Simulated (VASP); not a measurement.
Write the native input for VASP 6.6.1 that does the following.

- Task: single point
- Functional: PBE-based screened hybrid with 25 % exact exchange
- Potentials or basis: VASP PAW PBE potentials, release 64 (Mo_sv)
- Cutoff: 520 eV
- k mesh: 6 × 6 × 5
- Occupations: fermi-dirac, width 0.05 eV
- Spin: no spin polarisation
- Dipole correction: no
- Grid for exact exchange (PRECFOCK): Normal
- Share of exact exchange: 0.25
- Further INCAR settings: ALGO = Normal; EDIFF = 1e-07; NBANDS = 13
- Screening parameter: 0.3 1/Å

Mo:

```
Mo
1.0
     2.82448   -0.01805   -0.04836
    -1.42787    2.31755    0.01455
    -0.04517   -0.01038    2.53733
Mo
1
Direct
  0.00000 0.00000 0.50000
```

One way to write it, as run:

POSCAR

```
Mo
1.0
    2.8244807000     -0.0180516400     -0.0483609000
   -1.4278735300      2.3175461800      0.0145522700
   -0.0451728600     -0.0103847700      2.5373308300
Mo
1
Direct
    0.0000000000      0.0000000000      0.5000000000
```

INCAR.step1

```
PREC     = Accurate       # precision mode
ENCUT    = 520            # plane-wave cutoff, eV
EDIFF    = 1E-5           # SCF threshold, eV
ISMEAR   = -1             # smearing method
SIGMA    = 0.05           # smearing width, eV
LREAL    = F              # projectors in reciprocal space
LASPH    = T              # aspherical terms in the spheres
NELM     = 80             # most SCF steps
ALGO     = Normal         # electronic algorithm
ISIF     = 2              # what is computed and relaxed
LWAVE    = T              # write WAVECAR
LCHARG   = F              # write CHGCAR
NBANDS   = 13             # bands
GGA      = PE             # functional
```

INCAR.step2

```
PREC     = Accurate       # precision mode
ENCUT    = 520            # plane-wave cutoff, eV
EDIFF    = 1E-7           # SCF threshold, eV
ISMEAR   = -1             # smearing method
SIGMA    = 0.05           # smearing width, eV
LREAL    = F              # projectors in reciprocal space
LASPH    = T              # aspherical terms in the spheres
NELM     = 80             # most SCF steps
ALGO     = Normal         # electronic algorithm
ISIF     = 2              # what is computed and relaxed
LWAVE    = F              # write WAVECAR
LCHARG   = F              # write CHGCAR
GGA      = PE             # functional
LHFCALC  = T              # exact exchange
AEXX     = 0.25           # exact-exchange fraction
HFSCREEN = 0.3            # screening, 1/A
PRECFOCK = Normal       
NBANDS   = 13             # bands
ISTART   = 1
```

KPOINTS

```
Automatic mesh
0
Gamma
  6 6 5
```

Potentials or basis: VASP PAW PBE potentials, release 64 (Mo_sv).

Command:

```sh
$ cat potpaw_PBE.64/Mo_sv/POTCAR > POTCAR
$ cp INCAR.step1 INCAR
$ mpirun -np 1 vasp_std > vasp.out
$ cp INCAR.step2 INCAR
$ mpirun -np 1 vasp_std > vasp.out
```

Results of the run:

```
Pressure               : -0.4 GPa
Band gap on the k mesh : zero (bands 7 and 8 overlap by 1.93 eV)
```

Caveat: the k points lie up to 0.50 Å⁻¹ apart, too coarse for converged energies and pressures of a metal; the PAW data sets were made with another functional, which shifts forces and pressure a little.

Wall time 26 min on 1 thread of Intel(R) Xeon(R) Platinum 8488C (Sapphire Rapids) (shared host), peak memory 0.25 GiB.
